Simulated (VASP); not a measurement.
# VH3 (Pm-3m) in VASP: a series of runs

The runs below take VH3 through single point, with PBE.

Everything below comes from runs of VASP 6.6.1. Logs are shortened: lines on timing, memory, paths and dates and some standing lists are left out, and cuts for length are marked.

**1. The cell of the first run**

Symmetry: Pm-3m, No. 221, cubic system. The conventional cell has a = 2.774 Å, b = 2.774 Å, c = 2.774 Å, α = 90.00°, β = 90.00°, γ = 90.00°. Within 2.6 Å of V (site symmetry m-3m) lie 12 H at 1.96 Å. Within 2.6 Å of H (site symmetry 4/mmm) lie 4 V at 1.96 Å and 8 H at 1.96 Å.

**2. Single point, PBE, collinear spin, ferromagnetic start**

Contents of INCAR:

```
SYSTEM = VH3
PREC = Accurate ; ENCUT = 520
EDIFF = 1E-6 ; ISMEAR = 0
SIGMA = 0.1 ; LREAL = .FALSE.
LASPH = .TRUE. ; NELM = 150
ALGO = Normal ; ISIF = 2
LWAVE = .FALSE. ; LCHARG = .FALSE.
ISPIN = 2 ; MAGMOM = 2 0 0 0
LORBIT = 11 ; LMAXMIX = 4
GGA = PE ; NBANDS = 20
```

Contents of KPOINTS:

```
regular mesh
0
G
  6 6 6
  0 0 0
```

Contents of POSCAR:

```
VH3
1.0
    2.7736842979      0.0000000000      0.0000000000
    0.0000000000      2.7736842979      0.0000000000
    0.0000000000      0.0000000000      2.7736842979
V H
1 3
Direct
    0.0000000000      0.0000000000      0.0000000000
    0.0000000000      0.5000000000      0.5000000000
    0.5000000000      0.0000000000      0.5000000000
    0.5000000000      0.5000000000      0.0000000000
```

Potentials or basis: VASP PAW PBE potentials, release 64 (V_sv, H).

The run is started by

```sh
$ cat potpaw_PBE.64/V_sv/POTCAR potpaw_PBE.64/H/POTCAR > POTCAR
$ mpirun -np 1 vasp_std > vasp.out
```

OUTCAR:

```text
SYSTEM = VH3
   PREC = Accurate
   ENCUT = 520
   EDIFF = 1E-6
   ISMEAR = 0
   LREAL = .FALSE.
   LASPH = .TRUE.
   NELM = 150
   ISIF = 2
   ISPIN = 2
   LORBIT = 11
   GGA = PE

 ion  position               nearest neighbor table
   1  0.000  0.000  0.000-
   2  0.000  0.500  0.500-
   3  0.500  0.000  0.500-
   4  0.500  0.500  0.000-

  LATTYP: Found a simple cubic cell.
 ALAT       =     2.7736842979

  Lattice vectors:

 A1 = (   2.7736842979,   0.0000000000,   0.0000000000)
 A2 = (   0.0000000000,   2.7736842979,   0.0000000000)
 A3 = (   0.0000000000,   0.0000000000,   2.7736842979)

Analysis of symmetry for initial positions (statically):
=====================================================================
 Subroutine PRICEL returns:
 Original cell was already a primitive cell.

 Routine SETGRP: Setting up the symmetry group for a
 simple cubic supercell.

 Subroutine GETGRP returns: Found 48 space group operations
 (whereof 48 operations were pure point group operations)
 out of a pool of 48 trial point group operations.

The static configuration has the point symmetry O_h .

Analysis of symmetry for dynamics (positions and initial velocities):
=====================================================================
 Subroutine PRICEL returns:
 Original cell was already a primitive cell.

 Routine SETGRP: Setting up the symmetry group for a
 simple cubic supercell.

 Subroutine GETGRP returns: Found 48 space group operations
 (whereof 48 operations were pure point group operations)
 out of a pool of 48 trial point group operations.

The dynamic configuration has the point symmetry O_h .

Analysis of structural, dynamic, and magnetic symmetry:
=====================================================================
 Subroutine PRICEL returns:
 Original cell was already a primitive cell.

 Routine SETGRP: Setting up the symmetry group for a
 simple cubic supercell.

 Subroutine GETGRP returns: Found 48 space group operations
 (whereof 48 operations were pure point group operations)
 out of a pool of 48 trial point group operations.

The overall configuration has the point symmetry O_h .

 Subroutine INISYM returns: Found 48 space group operations
 (whereof 48 operations are pure point group operations),
 and found     1 'primitive' translations

----------------------------------------------------------------------------------------

                                     Primitive cell

  volume of cell :      21.3389

  direct lattice vectors                    reciprocal lattice vectors
     2.773684298  0.000000000  0.000000000     0.360531298  0.000000000  0.000000000
     0.000000000  2.773684298  0.000000000     0.000000000  0.360531298  0.000000000
     0.000000000  0.000000000  2.773684298     0.000000000  0.000000000  0.360531298

  length of vectors
     2.773684298  2.773684298  2.773684298     0.360531298  0.360531298  0.360531298

  position of ions in fractional coordinates (direct lattice)
     0.000000000  0.000000000  0.000000000
     0.000000000  0.500000000  0.500000000
     0.500000000  0.000000000  0.500000000
     0.500000000  0.500000000  0.000000000

  ion indices of the primitive-cell ions
   primitive index   ion index
                 1           1
                 2           2
                 3           3
                 4           4

----------------------------------------------------------------------------------------

 KPOINTS: regular mesh

Automatic generation of k-mesh.
 Grid dimensions read from file:
 generate k-points for:    6    6    6

 Generating k-lattice:

  Cartesian coordinates                     Fractional coordinates (reciprocal lattice)
     0.060088550  0.000000000  0.000000000     0.166666667  0.000000000  0.000000000
     0.000000000  0.060088550  0.000000000     0.000000000  0.166666667  0.000000000
     0.000000000  0.000000000  0.060088550     0.000000000  0.000000000  0.166666667

  Length of vectors
     0.060088550  0.060088550  0.060088550

  Shift w.r.t. Gamma in fractional coordinates (k-lattice)
     0.000000000  0.000000000  0.000000000

 Subroutine IBZKPT returns following result:
 ===========================================

 Found     20 irreducible k-points:

 Following reciprocal coordinates:
            Coordinates               Weight
  0.000000  0.000000  0.000000      1.000000
  0.166667  0.000000  0.000000      6.000000
  0.333333  0.000000  0.000000      6.000000
  0.500000  0.000000  0.000000      3.000000
  0.166667  0.166667  0.000000     12.000000
  0.333333  0.166667  0.000000     24.000000
[... 12 lines left out ...]
  0.500000  0.500000  0.333333      6.000000
  0.500000  0.500000  0.500000      1.000000
   k-points           NKPTS =     20   k-points in BZ     NKDIM =     20   number of bands    NBANDS=     20
   number of dos      NEDOS =    301   number of ions     NIONS =      4
   total plane-waves  NPLWV =  13824
   dimension x,y,z NGX =    24 NGY =   24 NGZ =   24
   dimension x,y,z NGXF=    48 NGYF=   48 NGZF=   48
   ions per type =               1   3
   NGX,Y,Z   is equivalent  to a cutoff of  14.38, 14.38, 14.38 a.u.
   NGXF,Y,Z  is equivalent  to a cutoff of  28.77, 28.77, 28.77 a.u.
 SYSTEM =  VH3
   PREC   = accura    normal or accurate (medium, high low for compatibility)
   ISTART =      0    job   : 0-new  1-cont  2-samecut
   ICHARG =      2    charge: 1-file 2-atom 10-const
   ISPIN  =      2    spin polarized calculation?
   LNONCOLLINEAR =      F non collinear calculations
   LSORBIT =      F    spin-orbit coupling
   LASPH  =      T    aspherical Exc in radial PAW
   ENCUT  =  520.0 eV  38.22 Ry    6.18 a.u.   5.16  5.16  5.16*2*pi/ulx,y,z
   NELM   =    150;   NELMIN=  2; NELMDL= -5     # of ELM steps
   EDIFF  = 0.1E-05   stopping-criterion for ELM
   LREAL  =      F    real-space projection
[... 7 lines left out ...]
   TEBEG  =    0.0;   TEEND  =   0.0 temperature during run
   PSTRESS=    0.0 pullay stress
   NELECT =      16.0000    total number of electrons
   NUPDOWN=      -1.0000    fix difference up-down
   EMIN   =  10.00;   EMAX   =-10.00  energy-range for DOS
   EFERMI =   0.00;   METHOD = LEGACY
   ISMEAR =     0;   SIGMA  =   0.10  broadening in eV -4-tet -1-fermi 0-gaus
   EFERMI_NEDOS =   21; number of points for ismear=-14 and -15
   IALGO  =     38    algorithm
   IMIX   =      4    mixing-type and parameters
     AMIX     =   0.40;   BMIX     =  1.00
     AMIX_MAG =   1.60;   BMIX_MAG =  1.00
  volume/ion in A,a.u.               =       5.33        36.00
  Fermi-wavevector in a.u.,A,eV,Ry     =   1.487274  2.810541 30.095889  2.211985
  Thomas-Fermi vector in A             =   2.600456
   LORBIT       =     11    0 simple, 1 ext, 2 COOP (PROOUT), +10 PAW based schemes
   GGA     = PE    functional components
   LHFCALC =     F    Hartree Fock is set to
   AEXX    =    0.0000 exact exchange contribution
   IVDW    =     0    specifies the selected vdW correction
   LEPSILON=     F    determine dielectric tensor
   LRPA    =     F    only Hartree local field effects (RPA)
 spin polarized calculation
 Gauss-broadening in eV      SIGMA  =   0.10
  energy-cutoff  :      520.00
  volume of cell :       21.34
 maximum number of plane-waves:       587
 NGX is ok and might be reduce to    24
   NGX = 11   NGY = 11   NGZ = 11

 number of electron      16.0000010 magnetization       0.5816390

 Free energy of the ion-electron system (eV)
  ---------------------------------------------------
  ext. energy  EPLUGINS =         0.00000000
  ---------------------------------------------------
  free energy    TOTEN  =       -18.84725568 eV

  energy without entropy =      -18.83690663  energy(sigma->0) =      -18.84208116

 E-fermi :   7.9912     XC(G=0): -12.2431

 val. band max:        7.9659105604   @ k =   0.3333   0.3333   0.0000
 cond. band min:       8.0044886019   @ k =   0.1667   0.1667   0.1667
 fundamental gap:      0.0385780415
 Fermi energy:         7.9911919714

 spin component 1

 k-point     1 :       0.0000    0.0000    0.0000
  band No.  band energies     occupation
      1     -56.9865      1.00000
      2     -30.6606      1.00000
      3     -30.6606      1.00000
      4     -30.6606      1.00000
      5      -4.5069      1.00000
      6       3.7733      1.00000
[... 12 lines left out ...]
     19      31.2297      0.00000
     20      34.4363      0.00000

 k-point     2 :       0.1667    0.0000    0.0000
  band No.  band energies     occupation
      1     -56.9758      1.00000
      2     -30.7583      1.00000
      3     -30.6523      1.00000
      4     -30.6523      1.00000
      5      -3.9416      1.00000
      6       3.6002      1.00000
[... 12 lines left out ...]
     19      30.5918      0.00000
     20      31.8347      0.00000
[... 372 lines left out ...]
      2     -30.9423      1.00000
      3     -30.9423      1.00000
      4     -30.8463      1.00000
      5       1.4201      1.00000
      6       2.1599      1.00000
[... 12 lines left out ...]
     19      38.2207      0.00000
     20      38.2207      0.00000

 k-point    20 :       0.5000    0.5000    0.5000
  band No.  band energies     occupation
      1     -56.8629      1.00000
      2     -30.9283      1.00000
      3     -30.9283      1.00000
      4     -30.9283      1.00000
      5       1.7973      1.00000
      6       1.7973      1.00000
[... 12 lines left out ...]
     19      43.0478      0.00000
     20      43.0478      0.00000
 Fermi energy:         7.9911919714

 spin component 2

 k-point     1 :       0.0000    0.0000    0.0000
  band No.  band energies     occupation
      1     -56.3987      1.00000
      2     -30.0751      1.00000
      3     -30.0751      1.00000
      4     -30.0751      1.00000
      5      -4.4455      1.00000
      6       3.9264      1.00000
[... 12 lines left out ...]
     19      31.3580      0.00000
     20      34.5195      0.00000

 k-point     2 :       0.1667    0.0000    0.0000
  band No.  band energies     occupation
      1     -56.3878      1.00000
      2     -30.1756      1.00000
      3     -30.0667      1.00000
      4     -30.0667      1.00000
      5      -3.8814      1.00000
      6       3.7304      1.00000
[... 12 lines left out ...]
     19      30.7552      0.00000
     20      31.9096      0.00000
[... 373 lines left out ...]
      3     -30.3644      1.00000
      4     -30.2661      1.00000
      5       1.6316      1.00000
      6       2.3635      1.00000
[... 12 lines left out ...]
     19      38.3824      0.00000
     20      38.3824      0.00000

 k-point    20 :       0.5000    0.5000    0.5000
  band No.  band energies     occupation
      1     -56.2727      1.00000
      2     -30.3500      1.00000
      3     -30.3500      1.00000
      4     -30.3500      1.00000
      5       2.0243      1.00000
      6       2.0243      1.00000
[... 12 lines left out ...]
     19      43.1888      0.00000
     20      43.1890      0.00000

------------------------ aborting loop because EDIFF is reached ----------------------------------------

  FORCE on cell =-STRESS in cart. coord.  units (eV):
  Direction    XX          YY          ZZ          XY          YZ          ZX
  --------------------------------------------------------------------------------------
  -------------------------------------------------------------------------------------
  Total       -0.0083953     -0.0083953     -0.0083953      0.0000000     -0.0000000      0.0000000
  in kB       -0.6303449     -0.6303449     -0.6303449      0.0000000     -0.0000000      0.0000000
  external PRESSURE =      -0.6303449 kB  Pullay stress =       0.0000000 kB

 VOLUME and BASIS-vectors are now :
 -----------------------------------------------------------------------------
  energy-cutoff  :      520.00
  volume of cell :       21.34
      direct lattice vectors                 reciprocal lattice vectors
     2.773684298  0.000000000  0.000000000     0.360531298  0.000000000  0.000000000
     0.000000000  2.773684298  0.000000000     0.000000000  0.360531298  0.000000000
     0.000000000  0.000000000  2.773684298     0.000000000  0.000000000  0.360531298

 POSITION                                       TOTAL-FORCE (eV/Angst)
 -----------------------------------------------------------------------------------
      0.00000      0.00000      0.00000         0.000000      0.000000      0.000000
      0.00000      1.38684      1.38684         0.000000      0.000000      0.000000
      1.38684      0.00000      1.38684         0.000000      0.000000      0.000000
      1.38684      1.38684      0.00000         0.000000      0.000000      0.000000
 -----------------------------------------------------------------------------------
    total drift:                                0.000000      0.000000      0.000000

  FREE ENERGIE OF THE ION-ELECTRON SYSTEM (eV)
  ---------------------------------------------------
  free  energy   TOTEN  =       -18.8472556830 eV

  energy  without entropy=      -18.8369066298  energy(sigma->0) =      -18.84208116

 total charge

# of ion       s       p       d       tot
------------------------------------------
    1        2.234   6.218   3.171  11.623
    2        0.525   0.019   0.000   0.545
    3        0.525   0.019   0.000   0.545
    4        0.525   0.019   0.000   0.545
--------------------------------------------------
tot          3.811   6.276   3.171  13.257

 magnetization (x)

# of ion       s       p       d       tot
------------------------------------------
    1        0.007   0.004   0.567   0.578
    2       -0.012   0.002   0.000  -0.010
    3       -0.012   0.002   0.000  -0.010
    4       -0.012   0.002   0.000  -0.010
--------------------------------------------------
tot         -0.029   0.011   0.567   0.549
```

Run time: 7 s. Hardware: 1 thread of Intel Xeon 6975P-C (Granite Rapids), shared host; peak memory 0.15 GiB.

What came out:

```yaml
Free_energy: -18.8473 eV
Pressure: -0.1 GPa
Net_moment: 0.58 μB per cell
Site_moments: V +0.58; H -0.01 μB
Valence_electrons_inside_the_program's_atomic_spheres: V 11.62; H 0.55
```

Levels at points of the mesh, in eV from the Fermi level:
Spin up:
```csv
k point,band 6,band 7,band 8,band 9,band 10,band 11
"(0.00, 0.00, 0.00)",-4.22,-4.22,1.02,1.02,1.02,6.04
"(0.50, 0.00, 0.00)",-7.67,-2.12,-0.53,-0.53,1.15,2.04
"(0.50, 0.50, 0.00)",-4.29,-4.29,-2.26,-0.17,-0.17,2.09
"(0.50, 0.50, 0.50)",-6.19,-6.19,2.18,2.18,4.87,5.73
```
Spin down:
```
           k point  band 5  band 6  band 7  band 8  band 9  band 10
(0.00, 0.00, 0.00)  -12.44   -4.06   -4.06    1.76    1.76     1.76
(0.50, 0.00, 0.00)   -8.36   -7.58   -1.86    0.13    0.13     1.89
(0.50, 0.50, 0.00)   -7.30   -4.27   -4.27   -2.01    0.52     0.52
(0.50, 0.50, 0.50)   -5.97   -5.97   -5.97    2.51    2.51     4.91
```

Caveat: the k points lie up to 0.38 Å⁻¹ apart.

**3. Single point, PBE, collinear spin, ferromagnetic start**

This run uses another cell than the first one, of 9.53 Å³/atom, 1.786 times its volume.

Contents of INCAR:

```
PREC = Accurate
ENCUT = 520
EDIFF = 1E-6
ISMEAR = 0
SIGMA = 0.1
LREAL = F
LASPH = T
NELM = 150
ALGO = Normal
ISIF = 2
LWAVE = F
LCHARG = T
ISPIN = 2
MAGMOM = 2 0 0 0
LORBIT = 11
LMAXMIX = 4
GGA = PE
LELF = T
LVHAR = T
NBANDS = 20
```

Contents of KPOINTS:

```
regular mesh
0
Gamma
  6 6 6
```

Contents of POSCAR:

```
VH3
1.0
    3.3655562900      0.0000000000      0.0000000000
    0.0000000000      3.3655562900      0.0000000000
    0.0000000000      0.0000000000      3.3655562900
V H
1 3
Direct
    0.0000000000      0.0000000000      0.0000000000
    0.0000000000      0.5000000000      0.5000000000
    0.5000000000      0.0000000000      0.5000000000
    0.5000000000      0.5000000000      0.0000000000
```

Potentials or basis: VASP PAW PBE potentials, release 64 (V_sv, H).

The run is started by

```sh
$ cat potpaw_PBE.64/V_sv/POTCAR potpaw_PBE.64/H/POTCAR > POTCAR
$ mpirun -np 1 vasp_std > vasp.out
```

Run time: 16 s. Hardware: 1 thread of Intel Xeon 6975P-C (Granite Rapids), shared host; peak memory 0.18 GiB.

It converged, with:

```
Free energy                                           : -16.4970 eV
Pressure                                              : -27.8 GPa
Net moment                                            : 2.06 μB per cell
Site moments                                          : V +2.13; H -0.07 μB
Valence electrons inside the program's atomic spheres : V 11.07; H 0.44
```

Levels at points of the mesh, in eV from the Fermi level:
Spin up:
```
           k point  band 7  band 8  band 9  band 10  band 11  band 12
(0.00, 0.00, 0.00)   -2.10    0.23    0.23     0.23     3.57     3.57
(0.50, 0.00, 0.00)   -1.08   -0.32   -0.32     0.28     1.01     2.02
(0.50, 0.50, 0.00)   -2.38   -1.25   -0.21    -0.21     0.65     2.66
(0.50, 0.50, 0.50)   -3.10    0.68    0.68     2.99     2.99     2.99
```
Spin down:
```
           k point  band 3  band 4  band 5  band 6  band 7  band 8  band 9  band 10  band 11  band 12
(0.00, 0.00, 0.00)  -36.90  -36.90   -7.70   -1.19   -1.19    2.34    2.34     2.34     3.98     3.98
(0.50, 0.00, 0.00)  -36.90  -36.90   -5.10   -4.38    0.70    1.37    1.62     1.62     2.40     2.89
(0.50, 0.50, 0.00)  -36.94  -36.89   -3.48   -2.58   -2.58    0.28    1.78     1.78     2.66     4.10
(0.50, 0.50, 0.50)  -36.94  -36.94   -2.76   -2.76   -2.76    2.70    2.70     4.27     4.27     4.27
```
